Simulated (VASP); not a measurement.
Here is a VASP 6.6.1 calculation.

The input INCAR:

```
ALGO = Normal
EDIFF = 1E-7
EDIFFG = -0.005
ENCUT = 600
GGA = PE
IBRION = 2
ISIF = 3
ISMEAR = -1
LASPH = T
LCHARG = F
LREAL = F
LWAVE = F
NELM = 80
NSW = 80
PREC = Accurate
SIGMA = 0.02
```

Contents of KPOINTS:

```
k-points
0
Gamma
  8 8 8
```

Contents of POSCAR:

```
KF
1.0
    0.0000000000      2.6718500000      2.6718500000
    2.6718500000      0.0000000000      2.6718500000
    2.6718500000      2.6718500000      0.0000000000
K F
1 1
Direct
    0.0000000000      0.0000000000      0.0000000000
    0.5000000000      0.5000000000      0.5000000000
```

Potentials or basis: VASP PAW PBE potentials, release 64 (K_sv, F).

Run with:

```bash
$ cat potpaw_PBE.64/K_sv/POTCAR potpaw_PBE.64/F/POTCAR > POTCAR
$ mpirun -np 1 vasp_std > vasp.out
```

(1) Predict the relaxed cell.

(2) Predict the band gap on the k mesh.

## Answers

(1) a = 3.834 Å, b = 3.834 Å, c = 3.834 Å, α = 60.00°, β = 60.00°, γ = 60.00°.

(2) 5.94 eV, direct.
